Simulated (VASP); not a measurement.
CuI:

```xyz
2
Lattice="0.0000 3.0315 3.0315 3.0315 0.0000 3.0315 3.0315 3.0315 0.0000" Properties=species:S:1:pos:R:3 pbc="T T T"
I     0.0000    0.0000    0.0000
Cu    4.5473    4.5473    4.5473
```

Program: VASP 6.6.1. Alike in all runs: task single point; potentials or basis VASP PAW PBE potentials, release 64 (I, Cu); no spin polarisation; cell as given; cutoff (eV) 520.

Problem. Order these runs on this cell by their band gap on the k mesh, lowest first.
A. level SVWN5; k mesh 8 × 8 × 8; smearing fermi-dirac 0.05 eV
B. level r2SCANh; k mesh 4 × 4 × 4; smearing fermi-dirac 0.05 eV; grid for exact exchange (PRECFOCK) Normal; share of exact exchange 0.1
C. level PBE+U; U Cu d U = 4.5 eV; k mesh 8 × 8 × 8; smearing fermi-dirac 0.05 eV
D. level HF; k mesh 4 × 4 × 4; smearing fermi-dirac 0.05 eV; grid for exact exchange (PRECFOCK) Normal; share of exact exchange 1
E. level PBE; k mesh 8 × 8 × 8; smearing gaussian 0.011 eV

Solution. A (0.96 eV), E (1.14 eV), C (1.84 eV), B (2.42 eV), D (9.85 eV).

Caveats: some runs use coarse meshes; spin-orbit coupling is left out, which moves the levels of the heavy elements; the cell stands under tension (at least some runs).
